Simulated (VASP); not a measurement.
Ir: single point with r2SCAN

The system is Ir.

```xyz
1
Lattice="0.0000 1.9773 1.9197 1.9773 0.0000 1.9197 1.9773 1.9773 0.0000" Properties=species:S:1:pos:R:3 pbc="T T T"
Ir    0.0000    0.0000    0.0000
```

This cell differs from its parent crystal: strain +0.030 along x and y, +0.000 along z.

```
Program             : VASP 6.6.1
Task                : single point
Functional          : r2SCAN
Potentials or basis : VASP PAW PBE potentials, release 64 (Ir)
Cutoff              : 520 eV
k mesh              : 22 × 22 × 22
Occupations         : gaussian, width 0.15 eV
Spin                : no spin polarisation
```

* Pressure: -16.0 GPa

Stress tensor (GPa, compression positive):
```
-19.10   0.00   0.00
  0.00 -19.10   0.00
  0.00   0.00  -9.73
```

Levels at points of the mesh, in eV from the Fermi level:
| k point | band 1 | band 2 | band 3 | band 4 | band 5 | band 6 | band 7 | band 8 |
| --- | --- | --- | --- | --- | --- | --- | --- | --- |
| (0.00, 0.00, 0.00) | -10.85 | -3.74 | -3.74 | -3.37 | -1.41 | -0.94 | 15.26 | 20.45 |
| (0.50, 0.00, 0.00) | -7.76 | -3.95 | -3.56 | -0.51 | 0.75 | 0.96 | 7.09 | 14.84 |
| (0.50, 0.50, 0.00) | -7.46 | -6.97 | 0.74 | 1.46 | 1.46 | 2.24 | 10.82 | 11.70 |
| (0.50, 0.00, 0.50) | -7.51 | -6.93 | 0.76 | 1.25 | 1.59 | 1.61 | 10.03 | 12.12 |

It took 3.8 min on 1 thread of Intel(R) Xeon(R) 6975P-C (Granite Rapids), on a shared host, peak memory 0.25 GiB.

Caveat: the cell differs from its parent crystal (strain +0.030 along x and y, +0.000 along z); the PAW data sets were made with another functional, which shifts forces and pressure a little; spin-orbit coupling is left out, which moves the levels of the heavy elements.
